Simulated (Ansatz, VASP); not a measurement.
MoSe3 in VASP and in Ansatz

```xyz
4
Lattice="4.2675 0.0000 0.0000 0.0000 4.2675 0.0000 0.0000 0.0000 4.2675" Properties=species:S:1:pos:R:3 pbc="T T T"
Mo    0.0000    0.0000    0.0000
Se    0.0000    2.1337    2.1337
Se    2.1337    0.0000    2.1337
Se    2.1337    2.1337    0.0000
```

Alike in both runs: functional PBE; k mesh 12 × 12 × 12; occupations gaussian, width 0.1 eV; collinear spin.

Ansatz relaxed the structure, and its values are those at the end. VASP's run is a single point on that final structure, the one shown.

```csv
,VASP,Ansatz
version,VASP 6.6.1,Ansatz 0.2.0
potentials or method,"VASP PAW PBE potentials, release 64 (Mo_sv, Se), cutoff 500 eV","scalar-relativistic, plane waves, PAW"
valence electrons in the cell,32,62
```

|  | VASP | Ansatz | Ansatz less VASP |
| --- | --- | --- | --- |
| gap on the k mesh at the Fermi level (eV) | none | none | - |
| pressure (GPa) | 0.1 | 0.0 | -0.08 |
| net moment per atom (μB) | 0.59 | 0.59 | 0.000 |
| size of the moment on the site where the two differ most (μB) | 2.33 | 2.29 | -0.041 |

Site moments also hang on the region over which each program counts them. A gap of «none» marks a metal or a gap that the smearing closes. VASP's potentials hold 32 valence electrons a cell and Ansatz's 62, so a difference there can come from the potentials and not from the codes.
